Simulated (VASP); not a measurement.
# MgB2 (P6/mmm) in VASP: further runs

The runs below take MgB2 through single point, with PBE.

All numbers are computed with VASP 6.6.1; they aren't measurements. Logs are shortened: lines on timing, memory, paths and dates and some standing lists are left out, and cuts for length are marked.

## (1) The cell of the first run

The structure is hexagonal, space group P6/mmm (No. 191). The conventional cell has a = 3.024 Å, b = 3.024 Å, c = 3.428 Å, α = 90.00°, β = 90.00°, γ = 120.00°. Within 3.2 Å of Mg (site symmetry 6/mmm) lie 12 B at 2.45 Å and 6 Mg at 3.02 Å. Within 2.3 Å of B (site symmetry -6m2) lie 3 B at 1.75 Å.

## (2) Single point, PBE (9.05 Å³/atom)

INCAR

```
PREC = Accurate
ENCUT = 520
EDIFF = 1E-6
ISMEAR = 0
SIGMA = 0.1
LREAL = F
LASPH = T
NELM = 100
ALGO = Normal
ISIF = 2
LWAVE = F
LCHARG = F
GGA = PE
NBANDS = 11
```

KPOINTS

```
Automatic mesh
0
Gamma
  15 15 12
```

POSCAR

```
MgB2
1.0
    3.0243285398      0.0000000000      0.0000000000
   -1.5121642699      2.6191453449      0.0000000000
    0.0000000000      0.0000000000      3.4275774141
Mg B
1 2
Direct
    0.0000000000      0.0000000000      0.0000000000
    0.3333333333      0.6666666667      0.5000000000
    0.6666666667      0.3333333333      0.5000000000
```

Potentials or basis: VASP PAW PBE potentials, release 64 (Mg, B).

Launch:

```bash
> cat potpaw_PBE.64/Mg/POTCAR potpaw_PBE.64/B/POTCAR > POTCAR
> mpirun -np 1 vasp_std > vasp.out
```

OUTCAR:

```text
PREC = Accurate
   ENCUT = 520
   EDIFF = 1E-6
   ISMEAR = 0
   LREAL = F
   LASPH = T
   NELM = 100
   ISIF = 2
   GGA = PE

 ion  position               nearest neighbor table
   1  0.000  0.000  0.000-   2 2.45   3 2.45   2 2.45   3 2.45   3 2.45   3 2.45   2 2.45   2 2.45
                             3 2.45   3 2.45   2 2.45   2 2.45
   2  0.333  0.667  0.500-   3 1.75   3 1.75   3 1.75   1 2.45   1 2.45   1 2.45   1 2.45   1 2.45
                             1 2.45
   3  0.667  0.333  0.500-   2 1.75   2 1.75   2 1.75   1 2.45   1 2.45   1 2.45   1 2.45   1 2.45
                             1 2.45

  LATTYP: Found a hexagonal cell.
 ALAT       =     3.0243285398
 C/A-ratio  =     1.1333350094

  Lattice vectors:

 A1 = (   3.0243285398,   0.0000000000,   0.0000000000)
 A2 = (  -1.5121642699,   2.6191453449,   0.0000000000)
 A3 = (   0.0000000000,   0.0000000000,   3.4275774141)

Analysis of symmetry for initial positions (statically):
=====================================================================
 Subroutine PRICEL returns:
 Original cell was already a primitive cell.

 Routine SETGRP: Setting up the symmetry group for a
 hexagonal supercell.

 Subroutine GETGRP returns: Found 24 space group operations
 (whereof 24 operations were pure point group operations)
 out of a pool of 24 trial point group operations.

The static configuration has the point symmetry D_6h.

Analysis of symmetry for dynamics (positions and initial velocities):
=====================================================================
 Subroutine PRICEL returns:
 Original cell was already a primitive cell.

 Routine SETGRP: Setting up the symmetry group for a
 hexagonal supercell.

 Subroutine GETGRP returns: Found 24 space group operations
 (whereof 24 operations were pure point group operations)
 out of a pool of 24 trial point group operations.

The dynamic configuration has the point symmetry D_6h.

 Subroutine INISYM returns: Found 24 space group operations
 (whereof 24 operations are pure point group operations),
 and found     1 'primitive' translations

----------------------------------------------------------------------------------------

                                     Primitive cell

  volume of cell :      27.1504

  direct lattice vectors                    reciprocal lattice vectors
     3.024328540  0.000000000  0.000000000     0.330651907  0.190901968  0.000000000
    -1.512164270  2.619145345  0.000000000     0.000000000  0.381803935  0.000000000
     0.000000000  0.000000000  3.427577414     0.000000000  0.000000000  0.291751251

  length of vectors
     3.024328540  3.024328540  3.427577414     0.381803935  0.381803935  0.291751251

  position of ions in fractional coordinates (direct lattice)
     0.000000000  0.000000000  0.000000000
     0.333333333  0.666666667  0.500000000
     0.666666667  0.333333333  0.500000000

  ion indices of the primitive-cell ions
   primitive index   ion index
                 1           1
                 2           2
                 3           3

----------------------------------------------------------------------------------------

 KPOINTS: Automatic mesh

Automatic generation of k-mesh.
 Grid dimensions read from file:
 generate k-points for:   15   15   12

 Generating k-lattice:

  Cartesian coordinates                     Fractional coordinates (reciprocal lattice)
     0.022043460  0.012726798  0.000000000     0.066666667  0.000000000  0.000000000
     0.000000000  0.025453596  0.000000000     0.000000000  0.066666667  0.000000000
     0.000000000  0.000000000  0.024312604     0.000000000  0.000000000  0.083333333

  Length of vectors
     0.025453596  0.025453596  0.024312604

  Shift w.r.t. Gamma in fractional coordinates (k-lattice)
     0.000000000  0.000000000  0.000000000

 Subroutine IBZKPT returns following result:
 ===========================================

 Found    189 irreducible k-points:

 Following reciprocal coordinates:
            Coordinates               Weight
  0.000000  0.000000  0.000000      1.000000
  0.066667  0.000000  0.000000      6.000000
  0.133333  0.000000  0.000000      6.000000
  0.200000  0.000000  0.000000      6.000000
  0.266667  0.000000  0.000000      6.000000
  0.333333 -0.000000  0.000000      6.000000
[... 16 lines left out ...]
  0.333333  0.200000  0.000000     12.000000
  0.400000  0.200000  0.000000      6.000000
 [... further k-points ...]
   k-points           NKPTS =    189   k-points in BZ     NKDIM =    189   number of bands    NBANDS=     11
   number of dos      NEDOS =    301   number of ions     NIONS =      3
   total plane-waves  NPLWV =  16128
   dimension x,y,z NGX =    24 NGY =   24 NGZ =   28
   dimension x,y,z NGXF=    48 NGYF=   48 NGZF=   56
   ions per type =               1   2
   NGX,Y,Z   is equivalent  to a cutoff of  13.19, 13.19, 13.58 a.u.
   NGXF,Y,Z  is equivalent  to a cutoff of  26.39, 26.39, 27.16 a.u.
 SYSTEM =  unknown system
   PREC   = accura    normal or accurate (medium, high low for compatibility)
   ISTART =      0    job   : 0-new  1-cont  2-samecut
   ICHARG =      2    charge: 1-file 2-atom 10-const
   ISPIN  =      1    spin polarized calculation?
   LNONCOLLINEAR =      F non collinear calculations
   LSORBIT =      F    spin-orbit coupling
   LASPH  =      T    aspherical Exc in radial PAW
   ENCUT  =  520.0 eV  38.22 Ry    6.18 a.u.   5.62  5.62  6.37*2*pi/ulx,y,z
   NELM   =    100;   NELMIN=  2; NELMDL= -5     # of ELM steps
   EDIFF  = 0.1E-05   stopping-criterion for ELM
   LREAL  =      F    real-space projection
   EDIFFG = 0.1E-04   stopping-criterion for IOM
   NSW    =      0    number of steps for IOM
   IBRION =     -1    ionic relax: 0-MD 1-quasi-New 2-CG
   NFREE  =      0    steps in history (QN), initial steepest desc. (CG)
   ISIF   =      2    stress and relaxation
   ISYM   =      2    0-nonsym 1-usesym 2-fastsym
   POTIM  = 0.5000    time-step for ionic-motion
   TEBEG  =    0.0;   TEEND  =   0.0 temperature during run
   PSTRESS=    0.0 pullay stress
   NELECT =       8.0000    total number of electrons
   NUPDOWN=      -1.0000    fix difference up-down
   EMIN   =  10.00;   EMAX   =-10.00  energy-range for DOS
   EFERMI =   0.00;   METHOD = LEGACY
   ISMEAR =     0;   SIGMA  =   0.10  broadening in eV -4-tet -1-fermi 0-gaus
   EFERMI_NEDOS =   21; number of points for ismear=-14 and -15
   IALGO  =     38    algorithm
   IMIX   =      4    mixing-type and parameters
     AMIX     =   0.40;   BMIX     =  1.00
     AMIX_MAG =   1.60;   BMIX_MAG =  1.00
  volume/ion in A,a.u.               =       9.05        61.07
  Fermi-wavevector in a.u.,A,eV,Ry     =   1.089380  2.058630 16.146709  1.186750
  Thomas-Fermi vector in A             =   2.225582
   LORBIT       =      0    0 simple, 1 ext, 2 COOP (PROOUT), +10 PAW based schemes
   GGA     = PE    functional components
   LHFCALC =     F    Hartree Fock is set to
   AEXX    =    0.0000 exact exchange contribution
   IVDW    =     0    specifies the selected vdW correction
   LEPSILON=     F    determine dielectric tensor
   LRPA    =     F    only Hartree local field effects (RPA)
 non-spin polarized calculation
 Gauss-broadening in eV      SIGMA  =   0.10
  energy-cutoff  :      520.00
  volume of cell :       27.15
 maximum number of plane-waves:       749
 NGX is ok and might be reduce to    24
   NGX = 11   NGY = 11   NGZ = 13

 number of electron       8.0000000 magnetization

 Free energy of the ion-electron system (eV)
  ---------------------------------------------------
  ext. energy  EPLUGINS =         0.00000000
  ---------------------------------------------------
  free energy    TOTEN  =       -15.27639266 eV

  energy without entropy =      -15.27206520  energy(sigma->0) =      -15.27422893

 E-fermi :   5.7394     XC(G=0): -11.1797

 val. band max:        5.7342187196   @ k =   0.4000   0.1333   0.0833
 cond. band min:       5.7509918702   @ k =   0.2667   0.2667   0.0833
 fundamental gap:      0.0167731505
 Fermi energy:         5.7394091059

 k-point     1 :       0.0000    0.0000    0.0000
  band No.  band energies     occupation
      1      -7.0745      2.00000
      2       2.7560      2.00000
      3       6.1101      0.00000
      4       6.1101      0.00000
      5       7.6956      0.00000
      6      12.2593      0.00000
      7      12.2593      0.00000
      8      14.4286      0.00000
      9      16.2266      0.00000
     10      19.0588      0.00000
     11      22.5482      0.00000

 k-point     2 :       0.0667    0.0000    0.0000
  band No.  band energies     occupation
      1      -6.9945      2.00000
      2       2.8336      2.00000
      3       5.6980      1.44208
      4       5.9127      0.01424
      5       7.7598      0.00000
      6      12.2410      0.00000
      7      12.6209      0.00000
      8      14.5830      0.00000
      9      15.9296      0.00000
     10      19.4517      0.00000
     11      22.2103      0.00000

 k-point     3 :       0.1333    0.0000    0.0000
  band No.  band energies     occupation
      1      -6.7550      2.00000
      2       3.0651      2.00000
      3       4.6587      2.00000
      4       5.4368      1.99998
      5       7.9650      0.00000
      6      12.0554      0.00000
      7      13.5851      0.00000
      8      15.0267      0.00000
      9      15.1070      0.00000
     10      20.5009      0.00000
     11      21.4988      0.00000
[... 267 lines left out ...]
 k-point    23 :       0.3333    0.2000    0.0000
  band No.  band energies     occupation
      1      -3.3049      2.00000
      2      -1.0481      2.00000
      3       1.2395      2.00000
      4       6.1830      0.00000
      5       9.1227      0.00000
      6      11.1708      0.00000
      7      12.4500      0.00000
      8      14.5484      0.00000
      9      15.9925      0.00000
     10      18.3550      0.00000
     11      19.1341      0.00000

 k-point    24 :       0.4000    0.2000    0.0000
  band No.  band energies     occupation
      1      -2.5462      2.00000
      2      -1.9071      2.00000
      3       1.1445      2.00000
      4       6.5836      0.00000
      5       8.6339      0.00000
      6      11.7971      0.00000
      7      11.9173      0.00000
      8      14.5121      0.00000
      9      15.8400      0.00000
     10      18.3576      0.00000
     11      20.1878      0.00000

 [... further k-points ...]
[... 5 lines left out ...]
  --------------------------------------------------------------------------------------
  -------------------------------------------------------------------------------------
  Total        1.6523105      1.6523105      1.6096744     -0.0000000     -0.0000000     -0.0000000
  in kB       97.5048944     97.5048944     94.9888835     -0.0000000     -0.0000000     -0.0000000
  external PRESSURE =      96.6662241 kB  Pullay stress =       0.0000000 kB

 VOLUME and BASIS-vectors are now :
 -----------------------------------------------------------------------------
  energy-cutoff  :      520.00
  volume of cell :       27.15
      direct lattice vectors                 reciprocal lattice vectors
     3.024328540  0.000000000  0.000000000     0.330651907  0.190901968  0.000000000
    -1.512164270  2.619145345  0.000000000     0.000000000  0.381803935  0.000000000
     0.000000000  0.000000000  3.427577414     0.000000000  0.000000000  0.291751251

 POSITION                                       TOTAL-FORCE (eV/Angst)
 -----------------------------------------------------------------------------------
      0.00000      0.00000      0.00000         0.000000      0.000000      0.000000
     -0.00000      1.74610      1.71379         0.000000     -0.000000      0.000000
      1.51216      0.87305      1.71379        -0.000000     -0.000000     -0.000000
 -----------------------------------------------------------------------------------
    total drift:                                0.000000     -0.000000      0.000000

  FREE ENERGIE OF THE ION-ELECTRON SYSTEM (eV)
  ---------------------------------------------------
  free  energy   TOTEN  =       -15.2763926596 eV

  energy  without entropy=      -15.2720651982  energy(sigma->0) =      -15.27422893
```

Wall time 66 s (1 thread of Intel Xeon 8259CL, shared host); peak memory 0.19 GiB.

What came out:

| Property | Result |
| --- | --- |
| Free energy | -15.2764 eV |
| Pressure | 9.7 GPa |
| Band gap on the k mesh | zero (bands 4 and 5 overlap by 4.03 eV) |

Stress tensor (GPa, compression positive):
```
9.75 0.00 0.00
0.00 9.75 0.00
0.00 0.00 9.50
```

Caveat: the cell stands under pressure.

## (3) Single point, PBE (9.34 Å³/atom)

This run uses another cell than the first one, of 9.34 Å³/atom.

INCAR

```
SYSTEM = MgB2
PREC = Accurate
ENCUT = 520
EDIFF = 1E-6
ISMEAR = 0
SIGMA = 0.1
LREAL = .FALSE.
LASPH = .TRUE.
NELM = 100
ALGO = Normal
ISIF = 2
LWAVE = .FALSE.
LCHARG = .FALSE.
GGA = PE
NBANDS = 11
```

KPOINTS

```
Automatic mesh
0
G
  15 15 12
  0 0 0
```

POSCAR

```
MgB2
1.0
    3.0485993645      0.0000000000      0.0000000000
   -1.5242996822      2.6401644956      0.0000000000
    0.0000000000      0.0000000000      3.4808746099
Mg B
1 2
Direct
    0.0000000000      0.0000000000      0.0000000000
    0.3333333333      0.6666666667      0.5000000000
    0.6666666667      0.3333333333      0.5000000000
```

Potentials or basis: VASP PAW PBE potentials, release 64 (Mg, B).

Launch:

```bash
> cat potpaw_PBE.64/Mg/POTCAR potpaw_PBE.64/B/POTCAR > POTCAR
> mpirun -np 1 vasp_std > vasp.out
```

It took 68 s on 1 thread of Intel Xeon 8259CL, shared host; peak memory 0.19 GiB.

Results (log left out):

* Free energy: -15.3142 eV
* Pressure: 4.4 GPa
* Band gap on the k mesh: zero (bands 4 and 5 overlap by 3.89 eV)

Stress tensor (GPa, compression positive):
```
4.44 0.00 0.00
0.00 4.44 0.00
0.00 0.00 4.20
```

Levels at points of the mesh, in eV from the Fermi level:
```csv
k point,band 1,band 2,band 3,band 4,band 5,band 6,band 7,band 8
"(0.00, 0.00, 0.00)",-12.62,-3.00,0.39,0.39,1.76,6.46,6.46,8.47
"(0.00, 0.00, 0.50)",-11.30,-7.58,0.78,0.78,6.77,6.77,8.17,10.28
```

Caveat: the cell stands under pressure.

## (4) Single point, PBE

This run uses another cell than the first one, of 9.63 Å³/atom.

INCAR

```
PREC = Accurate
ENCUT = 520
EDIFF = 1E-6
ISMEAR = 0
SIGMA = 0.1
LREAL = False
LASPH = True
NELM = 100
ALGO = Normal
ISIF = 2
LWAVE = False
LCHARG = False
GGA = PE
NBANDS = 11
```

KPOINTS

```
regular mesh
0
Gamma
  15 15 12
```

POSCAR

```
MgB2
1.0
    3.0728984928      0.0000000000      0.0000000000
   -1.5364492464      2.6612081581      0.0000000000
    0.0000000000      0.0000000000      3.5320018758
Mg B
1 2
Direct
    0.0000000000      0.0000000000      0.0000000000
    0.3333333333      0.6666666667      0.5000000000
    0.6666666667      0.3333333333      0.5000000000
```

Launch:

```bash
> cat potpaw_PBE.64/Mg/POTCAR potpaw_PBE.64/B/POTCAR > POTCAR
> mpirun -np 1 vasp_std > vasp.out
```

Run time: 65 s. Hardware: 1 thread of Intel Xeon 8259CL, shared host; peak memory 0.19 GiB.

It converged, with:

```
Free energy            : -15.3252 eV
Pressure               : -0.3 GPa
Band gap on the k mesh : zero (bands 4 and 5 overlap by 3.77 eV)
```

Stress tensor (GPa, compression positive):
```
-0.20  0.00  0.00
 0.00 -0.20  0.00
 0.00  0.00 -0.39
```

Levels at points of the mesh, in eV from the Fermi level:
| k point | band 2 | band 3 | band 4 | band 5 | band 6 | band 7 |
| --- | --- | --- | --- | --- | --- | --- |
| (0.00, 0.00, 0.00) | -3.00 | 0.40 | 0.40 | 1.57 | 6.40 | 6.40 |
| (0.00, 0.00, 0.50) | -7.45 | 0.77 | 0.77 | 6.71 | 6.71 | 8.06 |

(Part 1 of 3 ends here.)
